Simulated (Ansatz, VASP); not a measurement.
## ZrS in VASP and in Ansatz

Contents of INCAR:

```
SYSTEM = ZrS
PREC = Accurate
ENCUT = 600
EDIFF = 1E-6
ISMEAR = 0
SIGMA = 0.1
LREAL = .FALSE.
LASPH = .TRUE.
NELM = 80
ALGO = Normal
ISIF = 3
LWAVE = .FALSE.
LCHARG = .FALSE.
GGA = CA
IBRION = 2
NSW = 100
EDIFFG = -0.005
```

KPOINTS

```
regular mesh
0
G
  14 14 14
  0 0 0
```

POSCAR

```
ZrS
1.0
    0.0000000000      2.5690932210      2.5690932210
    2.5690932210      0.0000000000      2.5690932210
    2.5690932210      2.5690932210      0.0000000000
Zr S
1 1
Direct
    0.0000000000      0.0000000000      0.0000000000
    0.5000000000      0.5000000000      0.5000000000
```

Input for Ansatz:

```yaml
crystal:
  lattice:
    - [0.0, 2.5690932215, 2.5690932215]
    - [2.5690932215, 0.0, 2.5690932215]
    - [2.5690932215, 2.5690932215, 0.0]
  atoms:
    - { symbol: Zr, position: [0.0, 0.0, 0.0] }
    - { symbol: S, position: [0.5, 0.5, 0.5] }
basis:
  ecutwfc: 420
kpoints:
  mp_grid: { grid: [14, 14, 14] }
hamiltonian:
  xc: lda
scf:
  occupations: { method: gaussian, width: 0.1 }
output:
  forces: true
  stress: true
  eigenvalues: true
relax:
  adjacent_minimum: "off"
  f_tol: 0.005
  max_steps: 80
  cell: { stress_tol: 0.05 }
```

Alike in both runs: task relaxation of cell and atoms; functional LDA; k mesh 14 × 14 × 14; occupations gaussian, width 0.1 eV; no spin polarisation.

|  | VASP | Ansatz |
| --- | --- | --- |
| version | VASP 6.6.1 | Ansatz 0.2.0 |
| potentials or method | VASP PAW LDA potentials, release 64 (Zr_sv, S), cutoff 600 eV | scalar-relativistic, plane waves, PAW |
| valence electrons in the cell | 18 | 18 |

Ansatz gave:

```
gap on the k mesh at the Fermi level, each at its own relaxed structure (eV) : none
relaxed volume (Å³/atom)                                                     : 16.91
relaxed cell length with the largest relative difference (Å)                 : 3.630
```

Question: What did VASP give for the same quantities?

Answer: gap on the k mesh at the Fermi level, each at its own relaxed structure (eV): none; relaxed volume (Å³/atom): 16.94; relaxed cell length with the largest relative difference (Å): 3.632.

LDA's correlation is that of Perdew and Zunger in VASP and of Perdew and Wang (1992) in Ansatz. A gap of «none» marks a metal or a gap that the smearing closes.

Noted on VASP's run: too few bands were computed for a metal, which touches its energy and stress.
